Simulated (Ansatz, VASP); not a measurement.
**H: VASP beside Ansatz**

```xyz
1
Lattice="0.0000 1.1421 1.1421 1.1421 0.0000 1.1421 1.1421 1.1421 0.0000" Properties=species:S:1:pos:R:3 pbc="T T T"
H     0.0000    0.0000    0.0000
```

Alike in both runs: task relaxation of cell and atoms; functional PBE; k mesh 12 × 12 × 12; occupations gaussian, width 0.1 eV; no spin polarisation.

|  | VASP | Ansatz |
| --- | --- | --- |
| version | VASP 6.6.1 | Ansatz 0.2.0 |
| potentials or method | VASP PAW PBE potentials, release 64 (H), cutoff 500 eV | scalar-relativistic, plane waves, PAW |
| valence electrons in the cell | 1 | 1 |

Ansatz gave:

| Property | Result |
| --- | --- |
| gap on the k mesh at the Fermi level, each at its own relaxed structure (eV) | none |
| relaxed volume (Å³/atom) | 2.96 |
| relaxed cell length with the largest relative difference (Å) | 1.612 |

Problem. Which values does VASP return?

Solution. gap on the k mesh at the Fermi level, each at its own relaxed structure (eV): none; relaxed volume (Å³/atom): 2.98; relaxed cell length with the largest relative difference (Å): 1.615.

A gap of «none» marks a metal or a gap that the smearing closes.

The k mesh is coarse, so the values compare programs but aren't converged. Noted on VASP's run: the relaxation stopped at its first step, so nothing moved.
